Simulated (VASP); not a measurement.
A run of VASP 6.6.1:

The input INCAR:

```
SYSTEM = HfO2
ALGO = Normal ; EDIFF = 1E-7
ENCUT = 520 ; GGA = PE
ISIF = 2 ; ISMEAR = 0
LASPH = .TRUE. ; LCHARG = .FALSE.
LREAL = .FALSE. ; LWAVE = .FALSE.
NBANDS = 31 ; NELM = 80
PREC = Accurate ; SIGMA = 0.1
```

The input KPOINTS:

```
k-points
0
G
  12 12 14
  0 0 0
```

File POSCAR:

```
HfO2
1.0
    5.5307208403      0.0000000000      0.0000000000
   -2.7653604201      4.7897447489      0.0000000000
    0.0000000000      0.0000000000      2.8522083169
Hf O
2 4
Direct
    0.3333333333      0.6666666667      0.5000000000
    0.6666666667      0.3333333333      0.5000000000
    0.5000000000      0.0000000000      0.0000000000
    0.0000000000      0.5000000000      0.0000000000
    0.5000000000      0.5000000000      0.0000000000
    0.0000000000      0.0000000000      0.0000000000
```

Potentials or basis: VASP PAW PBE potentials, release 64 (Hf_pv, O).

Launch:

```sh
$ cat potpaw_PBE.64/Hf_pv/POTCAR potpaw_PBE.64/O/POTCAR > POTCAR
$ mpirun -np 1 vasp_std > vasp.out
```

Hardware: 1 thread of Intel(R) Xeon(R) Platinum 8488C (Sapphire Rapids) (shared host).

Q: Estimate the wall time of this run.

A: It took 7.9 min on 1 thread of Intel(R) Xeon(R) Platinum 8488C (Sapphire Rapids) (shared host), peak memory 0.4 GiB. Counts: scf iterations 17, k points 152.
